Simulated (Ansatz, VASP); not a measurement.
**Two plane-wave programs on NaZrO2**

Contents of INCAR:

```
SYSTEM = NaZrO2
ALGO = Normal ; EDIFF = 1E-7
ENCUT = 520 ; GGA = PE
ISIF = 2 ; ISMEAR = 0
LASPH = .True. ; LCHARG = .False.
LREAL = .False. ; LWAVE = .False.
NBANDS = 41 ; NELM = 100
PREC = Accurate ; SIGMA = 0.1
```

File KPOINTS:

```
k-points
0
Gamma
  4 4 4
  0 0 0
```

POSCAR

```
NaZrO2
1.0
    0.0000000000      4.6075286100      4.6075286100
    4.6075286100      0.0000000000      4.6075286100
    4.6075286100      4.6075286100      0.0000000000
Na Zr O
2 2 4
Direct
    0.7500000000      0.7500000000      0.7500000000
    0.5000000000      0.5000000000      0.5000000000
    0.0000000000      0.0000000000      0.0000000000
    0.2500000000      0.2500000000      0.2500000000
    0.1250000000      0.1250000000      0.1250000000
    0.1250000000      0.1250000000      0.6250000000
    0.1250000000      0.6250000000      0.1250000000
    0.6250000000      0.1250000000      0.1250000000
```

Input for Ansatz:

```yaml
crystal:
  lattice:
    - [0.0, 4.60752861, 4.60752861]
    - [4.60752861, 0.0, 4.60752861]
    - [4.60752861, 4.60752861, 0.0]
  atoms:
    - { symbol: Na, position: [0.75, 0.75, 0.75] }
    - { symbol: Na, position: [0.5, 0.5, 0.5] }
    - { symbol: Zr, position: [0.0, 0.0, 0.0] }
    - { symbol: Zr, position: [0.25, 0.25, 0.25] }
    - { symbol: O, position: [0.125, 0.125, 0.125] }
    - { symbol: O, position: [0.125, 0.125, 0.625] }
    - { symbol: O, position: [0.125, 0.625, 0.125] }
    - { symbol: O, position: [0.625, 0.125, 0.125] }
basis:
  ecutwfc: 420
kpoints:
  mp_grid: { grid: [4, 4, 4] }
hamiltonian:
  xc: pbe
scf:
  occupations: { method: gaussian, width: 0.1 }
  lower_state_search: "off"
output:
  forces: true
  stress: true
  eigenvalues: true
```

Alike in both runs: task single point; functional PBE; k mesh 4 × 4 × 4; occupations gaussian, width 0.1 eV; no spin polarisation.

|  | VASP | Ansatz |
| --- | --- | --- |
| version | VASP 6.6.1 | Ansatz 0.2.0 |
| potentials or method | VASP PAW PBE potentials, release 64 (Na_pv, Zr_sv, O), cutoff 520 eV | scalar-relativistic, plane waves, PAW |
| valence electrons in the cell | 62 | 66 |

```csv
,VASP,Ansatz,Ansatz less VASP
gap on the k mesh at the Fermi level (eV),none,none,-
pressure (GPa),-1.9,-2.1,-0.12
```

A gap of «none» marks a metal or a gap that the smearing closes. The functional is the same, so the differences come from potentials, cutoffs and numerics. VASP's potentials hold 62 valence electrons a cell and Ansatz's 66, so a difference there can come from the potentials and not from the codes.
